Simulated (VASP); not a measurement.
# Si2F3 (P6/mmm) in VASP: notebook

Runs on Si2F3. Level: PBE. Tasks: single point, relaxation of cell and atoms.

All numbers are computed with VASP 6.6.1; they aren't measurements. Logs are shortened: lines on timing, memory, paths and dates and some standing lists are left out, and cuts for length are marked.

## Step 1: The cell of the first run

It takes space group P6/mmm (No. 191, hexagonal). The conventional cell has a = 4.594 Å, b = 4.594 Å, c = 2.549 Å, α = 90.00°, β = 90.00°, γ = 120.00°. Si (site symmetry -6m2) has 2 F at 1.27 Å within 1.7 Å. F (site symmetry -6m2) has 2 Si at 1.27 Å within 1.7 Å. Within 3.4 Å of F (site symmetry 6/mmm) lie 8 F at 2.55 to 2.65 Å and 12 Si at 2.94 Å.

## Step 2: Single point, PBE

File INCAR:

```
PREC = Accurate
ENCUT = 520
EDIFF = 1E-7
ISMEAR = 0
SIGMA = 0.1
LREAL = False
LASPH = True
NELM = 60
ALGO = Normal
ISIF = 2
LWAVE = False
LCHARG = False
GGA = PE
NBANDS = 22
```

File KPOINTS:

```
regular mesh
0
Gamma
  6 6 6
```

File POSCAR:

```
Si2F3
1.0
    4.5942648200      0.0000000000      0.0000000000
   -2.2971324100      3.9787500400      0.0000000000
    0.0000000000      0.0000000000      2.5489863500
Si F
2 3
Direct
    0.3333333300      0.6666666700      0.5000000000
    0.6666666700      0.3333333300      0.5000000000
    0.3333333300      0.6666666700      0.0000000000
    0.6666666700      0.3333333300      0.0000000000
    0.0000000000      0.0000000000      0.0000000000
```

Potentials or basis: VASP PAW PBE potentials, release 64 (Si, F).

Started as:

```console
$ cat potpaw_PBE.64/Si/POTCAR potpaw_PBE.64/F/POTCAR > POTCAR
$ mpirun -np 1 vasp_std > vasp.out
```

OUTCAR:

```text
PREC = Accurate
   ENCUT = 520
   EDIFF = 1E-7
   ISMEAR = 0
   LREAL = False
   LASPH = True
   NELM = 60
   ISIF = 2
   GGA = PE

 ion  position               nearest neighbor table
   1  0.333  0.667  0.500-   3 1.27   3 1.27   2 2.65   2 2.65   2 2.65
   2  0.667  0.333  0.500-   4 1.27   4 1.27   1 2.65   1 2.65   1 2.65
   3  0.333  0.667  0.000-   1 1.27   1 1.27
   4  0.667  0.333  0.000-   2 1.27   2 1.27
   5  0.000  0.000  0.000-

  LATTYP: Found a hexagonal cell.
 ALAT       =     4.5942648200
 C/A-ratio  =     0.5548192039

  Lattice vectors:

 A1 = (   4.5942648200,   0.0000000000,   0.0000000000)
 A2 = (  -2.2971324100,   3.9787500400,   0.0000000000)
 A3 = (   0.0000000000,   0.0000000000,   2.5489863500)

Analysis of symmetry for initial positions (statically):
=====================================================================
 Subroutine PRICEL returns:
 Original cell was already a primitive cell.

 Routine SETGRP: Setting up the symmetry group for a
 hexagonal supercell.

 Subroutine GETGRP returns: Found 24 space group operations
 (whereof 24 operations were pure point group operations)
 out of a pool of 24 trial point group operations.

The static configuration has the point symmetry D_6h.

Analysis of symmetry for dynamics (positions and initial velocities):
=====================================================================
 Subroutine PRICEL returns:
 Original cell was already a primitive cell.

 Routine SETGRP: Setting up the symmetry group for a
 hexagonal supercell.

 Subroutine GETGRP returns: Found 24 space group operations
 (whereof 24 operations were pure point group operations)
 out of a pool of 24 trial point group operations.

The dynamic configuration has the point symmetry D_6h.

 Subroutine INISYM returns: Found 24 space group operations
 (whereof 24 operations are pure point group operations),
 and found     1 'primitive' translations

----------------------------------------------------------------------------------------

                                     Primitive cell

  volume of cell :      46.5940

  direct lattice vectors                    reciprocal lattice vectors
     4.594264820  0.000000000  0.000000000     0.217662681  0.125667608  0.000000000
    -2.297132410  3.978750040  0.000000000     0.000000000  0.251335216  0.000000000
     0.000000000  0.000000000  2.548986350     0.000000000  0.000000000  0.392312811

  length of vectors
     4.594264820  4.594264815  2.548986350     0.251335216  0.251335216  0.392312811

  position of ions in fractional coordinates (direct lattice)
     0.333333330  0.666666670  0.500000000
     0.666666670  0.333333330  0.500000000
     0.333333330  0.666666670  0.000000000
     0.666666670  0.333333330  0.000000000
     0.000000000  0.000000000  0.000000000

  ion indices of the primitive-cell ions
   primitive index   ion index
                 1           1
                 2           2
                 3           3
                 4           4
                 5           5

----------------------------------------------------------------------------------------

 KPOINTS: regular mesh

Automatic generation of k-mesh.
 Grid dimensions read from file:
 generate k-points for:    6    6    6

 Generating k-lattice:

  Cartesian coordinates                     Fractional coordinates (reciprocal lattice)
     0.036277114  0.020944601  0.000000000     0.166666667  0.000000000  0.000000000
     0.000000000  0.041889203  0.000000000     0.000000000  0.166666667  0.000000000
     0.000000000  0.000000000  0.065385468     0.000000000  0.000000000  0.166666667

  Length of vectors
     0.041889203  0.041889203  0.065385468

  Shift w.r.t. Gamma in fractional coordinates (k-lattice)
     0.000000000  0.000000000  0.000000000

 Subroutine IBZKPT returns following result:
 ===========================================

 Found     28 irreducible k-points:

 Following reciprocal coordinates:
            Coordinates               Weight
  0.000000  0.000000  0.000000      1.000000
  0.166667  0.000000  0.000000      6.000000
  0.333333  0.000000  0.000000      6.000000
  0.500000  0.000000  0.000000      3.000000
  0.166667  0.166667  0.000000      6.000000
  0.333333  0.166667  0.000000     12.000000
[... 16 lines left out ...]
  0.166667  0.000000  0.500000      6.000000
  0.333333  0.000000  0.500000      6.000000
 [... further k-points ...]
   k-points           NKPTS =     28   k-points in BZ     NKDIM =     28   number of bands    NBANDS=     22
   number of dos      NEDOS =    301   number of ions     NIONS =      5
   total plane-waves  NPLWV =  25920
   dimension x,y,z NGX =    36 NGY =   36 NGZ =   20
   dimension x,y,z NGXF=    72 NGYF=   72 NGZF=   40
   ions per type =               2   3
   NGX,Y,Z   is equivalent  to a cutoff of  13.03, 13.03, 13.04 a.u.
   NGXF,Y,Z  is equivalent  to a cutoff of  26.05, 26.05, 26.09 a.u.
 SYSTEM =  unknown system
   PREC   = accura    normal or accurate (medium, high low for compatibility)
   ISTART =      0    job   : 0-new  1-cont  2-samecut
   ICHARG =      2    charge: 1-file 2-atom 10-const
   ISPIN  =      1    spin polarized calculation?
   LNONCOLLINEAR =      F non collinear calculations
   LSORBIT =      F    spin-orbit coupling
   LASPH  =      T    aspherical Exc in radial PAW
   ENCUT  =  520.0 eV  38.22 Ry    6.18 a.u.   8.54  8.54  4.74*2*pi/ulx,y,z
   NELM   =     60;   NELMIN=  2; NELMDL= -5     # of ELM steps
   EDIFF  = 0.1E-06   stopping-criterion for ELM
   LREAL  =      F    real-space projection
   EDIFFG = 0.1E-05   stopping-criterion for IOM
   NSW    =      0    number of steps for IOM
   IBRION =     -1    ionic relax: 0-MD 1-quasi-New 2-CG
   NFREE  =      0    steps in history (QN), initial steepest desc. (CG)
   ISIF   =      2    stress and relaxation
   ISYM   =      2    0-nonsym 1-usesym 2-fastsym
   POTIM  = 0.5000    time-step for ionic-motion
   TEBEG  =    0.0;   TEEND  =   0.0 temperature during run
   PSTRESS=    0.0 pullay stress
   NELECT =      29.0000    total number of electrons
   NUPDOWN=      -1.0000    fix difference up-down
   EMIN   =  10.00;   EMAX   =-10.00  energy-range for DOS
   EFERMI =   0.00;   METHOD = LEGACY
   ISMEAR =     0;   SIGMA  =   0.10  broadening in eV -4-tet -1-fermi 0-gaus
   EFERMI_NEDOS =   21; number of points for ismear=-14 and -15
   IALGO  =     38    algorithm
   IMIX   =      4    mixing-type and parameters
     AMIX     =   0.40;   BMIX     =  1.00
     AMIX_MAG =   1.60;   BMIX_MAG =  1.00
  volume/ion in A,a.u.               =       9.32        62.89
  Fermi-wavevector in a.u.,A,eV,Ry     =   1.397754  2.641372 26.581926  1.953716
  Thomas-Fermi vector in A             =   2.520979
   LORBIT       =      0    0 simple, 1 ext, 2 COOP (PROOUT), +10 PAW based schemes
   GGA     = PE    functional components
   LHFCALC =     F    Hartree Fock is set to
   AEXX    =    0.0000 exact exchange contribution
   IVDW    =     0    specifies the selected vdW correction
   LEPSILON=     F    determine dielectric tensor
   LRPA    =     F    only Hartree local field effects (RPA)
 non-spin polarized calculation
 Gauss-broadening in eV      SIGMA  =   0.10
  energy-cutoff  :      520.00
  volume of cell :       46.59
 maximum number of plane-waves:      1282
 NGX is ok and might be reduce to    36
   NGX = 17   NGY = 17   NGZ =  9

 number of electron      29.0000030 magnetization

 Free energy of the ion-electron system (eV)
  ---------------------------------------------------
  ext. energy  EPLUGINS =         0.00000000
  ---------------------------------------------------
  free energy    TOTEN  =         1.23079171 eV

  energy without entropy =        1.23529705  energy(sigma->0) =        1.23304438

 E-fermi :   8.8444     XC(G=0): -11.3722

 val. band max:        8.8259202617   @ k =   0.1667   0.0000   0.0000
 cond. band min:       8.9456847927   @ k =   0.3333   0.1667   0.1667
 fundamental gap:      0.1197645310
 Fermi energy:         8.8444368403

 k-point     1 :       0.0000    0.0000    0.0000
  band No.  band energies     occupation
      1     -27.0723      2.00000
      2     -26.6608      2.00000
      3     -13.0114      2.00000
      4      -9.2287      2.00000
      5      -9.0113      2.00000
      6      -7.0859      2.00000
[... 14 lines left out ...]
     21      21.1000      0.00000
     22      21.6807      0.00000

 k-point     2 :       0.1667    0.0000    0.0000
  band No.  band energies     occupation
      1     -27.0481      2.00000
      2     -26.6853      2.00000
      3     -13.0230      2.00000
      4      -9.2159      2.00000
      5      -9.0242      2.00000
      6      -7.1435      2.00000
[... 14 lines left out ...]
     21      21.0979      0.00000
     22      21.3804      0.00000

 k-point     3 :       0.3333    0.0000    0.0000
  band No.  band energies     occupation
      1     -26.9860      2.00000
      2     -26.7486      2.00000
      3     -13.0480      2.00000
      4      -9.1829      2.00000
      5      -9.0575      2.00000
      6      -7.2453      2.00000
[... 14 lines left out ...]
     21      20.7130      0.00000
     22      21.1763      0.00000

 k-point     4 :       0.5000    0.0000    0.0000
  band No.  band energies     occupation
      1     -26.9355      2.00000
      2     -26.7992      2.00000
      3     -13.0611      2.00000
      4      -9.1564      2.00000
      5      -9.0842      2.00000
      6      -7.2911      2.00000
[... 14 lines left out ...]
     21      20.6086      0.00000
     22      21.2718      0.00000

 k-point     5 :       0.1667    0.1667    0.0000
  band No.  band energies     occupation
      1     -27.0040      2.00000
      2     -26.7298      2.00000
      3     -13.0416      2.00000
      4      -9.1926      2.00000
      5      -9.0477      2.00000
      6      -7.1981      2.00000
[... 417 lines left out ...]
 k-point    22 :       0.0000    0.0000    0.5000
  band No.  band energies     occupation
      1     -26.0112      2.00000
      2     -25.6572      2.00000
      3     -12.5147      2.00000
      4     -11.8688      2.00000
      5     -11.2817      2.00000
      6      -6.5589      2.00000
[... 14 lines left out ...]
     21      20.0199      0.00000
     22      22.4539      0.00000

 k-point    23 :       0.1667    0.0000    0.5000
  band No.  band energies     occupation
      1     -25.9901      2.00000
      2     -25.6783      2.00000
      3     -12.5231      2.00000
      4     -11.8337      2.00000
      5     -11.3165      2.00000
      6      -6.5946      2.00000
[... 14 lines left out ...]
     21      20.1069      0.00000
     22      21.9606      0.00000

 k-point    24 :       0.3333    0.0000    0.5000
  band No.  band energies     occupation
      1     -25.9371      2.00000
      2     -25.7331      2.00000
      3     -12.5416      2.00000
      4     -11.7440      2.00000
      5     -11.4060      2.00000
      6      -6.6592      2.00000
[... 14 lines left out ...]
     21      19.3702      0.00000
     22      20.2943      0.00000

 [... further k-points ...]
[... 5 lines left out ...]
  --------------------------------------------------------------------------------------
  -------------------------------------------------------------------------------------
  Total       -3.2111285     -3.2111285    178.6767587      0.0000000      0.0000000      0.0000000
  in kB     -110.4175424   -110.4175420   6143.9610979      0.0000000      0.0000000      0.0000000
  external PRESSURE =    1974.3753378 kB  Pullay stress =       0.0000000 kB

 VOLUME and BASIS-vectors are now :
 -----------------------------------------------------------------------------
  energy-cutoff  :      520.00
  volume of cell :       46.59
      direct lattice vectors                 reciprocal lattice vectors
     4.594264820  0.000000000  0.000000000     0.217662681  0.125667608  0.000000000
    -2.297132410  3.978750040  0.000000000     0.000000000  0.251335216  0.000000000
     0.000000000  0.000000000  2.548986350     0.000000000  0.000000000  0.392312811

 POSITION                                       TOTAL-FORCE (eV/Angst)
 -----------------------------------------------------------------------------------
     -0.00000      2.65250      1.27449         0.000000      0.000000      0.000000
      2.29713      1.32625      1.27449        -0.000000     -0.000000      0.000000
     -0.00000      2.65250      0.00000        -0.000000      0.000000      0.000000
      2.29713      1.32625      0.00000         0.000000      0.000000     -0.000000
      0.00000      0.00000      0.00000         0.000000      0.000000      0.000000
 -----------------------------------------------------------------------------------
    total drift:                               -0.000000      0.000000     -0.000000

  FREE ENERGIE OF THE ION-ELECTRON SYSTEM (eV)
  ---------------------------------------------------
  free  energy   TOTEN  =         1.2307917063 eV

  energy  without entropy=        1.2352970534  energy(sigma->0) =        1.23304438
```

Run time: 12 s. Hardware: 1 thread of Intel Xeon 6975P-C (Granite Rapids), shared host; peak memory 0.16 GiB.

What came out:

```yaml
Free_energy: 1.2308 eV
Pressure: 197.4 GPa
```

Levels at points of the mesh, in eV from the Fermi level:
```csv
k point,band 12,band 13,band 14,band 15,band 16,band 17,band 18,band 19
"(0.00, 0.00, 0.00)",-4.11,-1.52,0.89,0.89,4.25,4.84,4.84,12.25
"(0.50, 0.00, 0.00)",-2.66,-1.73,-1.53,1.15,2.76,6.81,7.07,9.27
"(0.00, 0.00, 0.50)",-3.16,-1.78,-1.71,-1.71,2.60,2.60,5.36,6.26
"(0.50, 0.00, 0.50)",-3.11,-2.99,-2.35,-1.70,4.54,5.66,6.89,8.00
```

Caveat: the k points lie up to 0.41 Å⁻¹ apart; an odd number of electrons without spin polarisation forces a metal; a magnetic or distorted state may lie lower.

(Continued in part 2 of 2.)
